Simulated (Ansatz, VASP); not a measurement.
One calculation of C, two programs

```
C
1.0
     0.00000    1.78582    1.78582
     1.78582    0.00000    1.78582
     1.78582    1.78582    0.00000
C
2
Direct
  0.87500 0.87500 0.87500
  0.12500 0.12500 0.12500
```

Alike in both runs: functional PBE; k mesh 14 × 14 × 14; occupations fermi-dirac, width 0.02 eV; no spin polarisation.

Ansatz relaxed the structure, and its values are those at the end. VASP's run is a single point on that final structure, the one shown.

|  | VASP | Ansatz |
| --- | --- | --- |
| version | VASP 6.6.1 | Ansatz 0.2.0 |
| potentials or method | VASP PAW PBE potentials, release 64 (C) | PAW with Ansatz's default frozen-core files, scalar-relativistic |
| plane-wave cutoff (eV) | 520 | 420 |
| valence electrons in the cell | 8 | 8 |

Ansatz gave:

| Quantity | Value |
| --- | --- |
| pressure (GPa) | 0.0 |

Estimate VASP's values.

pressure (GPa): 0.6.
